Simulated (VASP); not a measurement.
Set up this calculation in VASP 6.6.1, as the native input.

```yaml
Task: single point
Functional: PBE
Potentials_or_basis: VASP PAW PBE potentials, release 64 (Ba_sv, Co)
Cutoff: 600 eV
k_mesh: 7 × 7 × 4
Occupations: fermi-dirac, width 0.1 eV
Spin: no spin polarisation
Dipole_correction: no
Further_INCAR_settings: ALGO = Normal; EDIFF = 1e-06; NBANDS = 16
```

The structure of BaCo lies in POSCAR:

```
BaCo
1.0
    3.2291000000      0.0000000000      0.0000000000
   -1.6145500000      2.7964830000      0.0000000000
    0.0000000000      0.0000000000      5.2730990000
Ba Co
1 1
Direct
    0.0000000000      0.0000000000      0.0000000000
    0.3333330000      0.6666670000      0.5000000000
```

The input as run:

INCAR

```
  PREC = Accurate
  ENCUT = 600
  EDIFF = 1E-6
  ISMEAR = -1
  SIGMA = 0.1
  LREAL = F
  LASPH = T
  NELM = 120
  ALGO = Normal
  ISIF = 2
  LWAVE = F
  LCHARG = F
  GGA = PE
  NBANDS = 16
  GGA_COMPAT = F
```

KPOINTS

```
regular mesh
0
Gamma
  7 7 4
```

Potentials or basis: VASP PAW PBE potentials, release 64 (Ba_sv, Co).

The run is started by

```bash
$ cat potpaw_PBE.64/Ba_sv/POTCAR potpaw_PBE.64/Co/POTCAR > POTCAR
$ mpirun -np 1 vasp_std > vasp.out
```

It gave:

```yaml
Pressure: 2.4 GPa
```

Wall time 57 s on 1 thread of Intel Xeon 8259CL, on a shared host, peak memory 0.19 GiB.
